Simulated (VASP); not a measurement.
HfB: single point with PBE

Crystal: HfB.

```xyz
4
Lattice="-1.7634 2.7322 3.0775 1.7634 -2.7322 3.0775 1.7634 2.7322 -3.0775" Properties=species:S:1:pos:R:3 pbc="T T T"
Hf    0.0000    2.7322    1.5302
Hf    1.7634    0.0000    1.5473
B     0.0000    0.8181    3.0775
B     1.7634    1.9141    0.0000
```

The cell was built from a structure type or drawn by symmetry, and may not be a known phase.

```
Program             : VASP 6.6.1
Task                : single point
Functional          : PBE
Potentials or basis : VASP PAW PBE potentials, release 64 (Hf_pv, B)
Cutoff              : 520 eV
k mesh              : 16 × 16 × 16
Occupations         : gaussian, width 0.1 eV
Spin                : no spin polarisation
```

```yaml
Pressure: -0.3 GPa
Largest_force: 0.014 eV/Å
Band_gap_on_the_k_mesh: zero (bands 13 and 14 overlap by 1.32 eV)
```

Forces in eV/Å, atoms in the order of the input:
```
Hf   0.000  0.000 -0.014
Hf   0.000  0.000  0.014
B    0.000  0.009  0.000
B    0.000 -0.009  0.000
```

Stress tensor (GPa, compression positive):
```
-0.36  0.00  0.00
 0.00 -0.26  0.00
 0.00  0.00 -0.34
```

Levels at points of the mesh, in eV from the Fermi level:
| k point | band 9 | band 10 | band 11 | band 12 | band 13 | band 14 | band 15 | band 16 | band 17 | band 18 |
| --- | --- | --- | --- | --- | --- | --- | --- | --- | --- | --- |
| (0.00, 0.00, 0.00) | -3.30 | -3.22 | -2.51 | -1.03 | -0.71 | 1.15 | 2.74 | 5.17 | 5.17 | 5.68 |
| (0.50, 0.00, 0.00) | -3.29 | -2.31 | -1.79 | -0.57 | 0.58 | 0.89 | 0.99 | 1.82 | 2.96 | 3.21 |
| (0.00, 0.50, 0.00) | -4.14 | -2.39 | -2.32 | -1.67 | -0.01 | 0.31 | 1.37 | 1.69 | 4.57 | 4.80 |
| (0.50, 0.50, 0.00) | -2.47 | -2.43 | -2.16 | -1.92 | -1.22 | -0.17 | 3.36 | 3.65 | 4.65 | 5.02 |
| (0.50, 0.50, 0.50) | -3.94 | -3.17 | -1.24 | -0.97 | 0.79 | 1.37 | 2.18 | 2.79 | 3.27 | 3.97 |

Wall time 11 min on 1 thread of Intel(R) Xeon(R) Platinum 8259CL CPU @ 2.50GHz (Skylake/Cascade Lake), with other jobs on the host, peak memory 0.75 GiB.

Caveat: spin-orbit coupling is left out, which moves the levels of the heavy elements.
